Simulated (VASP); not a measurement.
Write the native input for VASP 6.6.1 that does the following.

| Property | Result |
| --- | --- |
| Task | single point |
| Functional | PBEsol |
| Potentials or basis | VASP PAW PBE potentials, release 64 (Mo_sv, S) |
| Cutoff | 500 eV |
| k mesh | 10 × 10 × 2 |
| Occupations | methfessel-paxton, width 0.01 eV |
| Spin | no spin polarisation |
| Dipole correction | no |
| Further INCAR settings | ALGO = Normal; EDIFF = 1e-06; NBANDS = 20 |

The structure of MoS2 lies in POSCAR:

```
MoS2
1.0
    3.1841260000      0.0000000000      0.0000000000
   -1.5920630000      2.7575340049      0.0000000000
    0.0000000000      0.0000000000     17.3346000000
Mo S
1 2
Direct
    0.0000000000      0.0000000000      0.0000000000
    0.3333333333      0.6666666667      0.0894930000
    0.3333333333      0.6666666667      0.9105070000
```

The input as run:

INCAR

```
SYSTEM = MoS2
ALGO = Normal
EDIFF = 1E-6
ENCUT = 500
GGA = PS
GGA_COMPAT = .False.
ISIF = 2
ISMEAR = 1
LASPH = .True.
LCHARG = .False.
LREAL = .False.
LWAVE = .False.
NBANDS = 20
NELM = 120
PREC = Accurate
SIGMA = 0.01
```

KPOINTS

```
k-points
0
Gamma
  10 10 2
  0 0 0
```

Potentials or basis: VASP PAW PBE potentials, release 64 (Mo_sv, S).

Run with:

```sh
$ cat potpaw_PBE.64/Mo_sv/POTCAR potpaw_PBE.64/S/POTCAR > POTCAR
$ mpirun -np 1 vasp_std > vasp.out
```

Results of the run:

```yaml
Largest_force: 0.146 eV/Å
Band_gap_on_the_k_mesh: 1.74 eV (least direct gap 1.93 eV)
```

Caveat: there is no dipole correction, which matters where the two faces differ; the PAW data sets were made with another functional, which shifts forces and pressure a little.

Run time: 2.4 min on 1 thread of Intel Xeon 8259CL (shared host), peak memory 0.28 GiB.
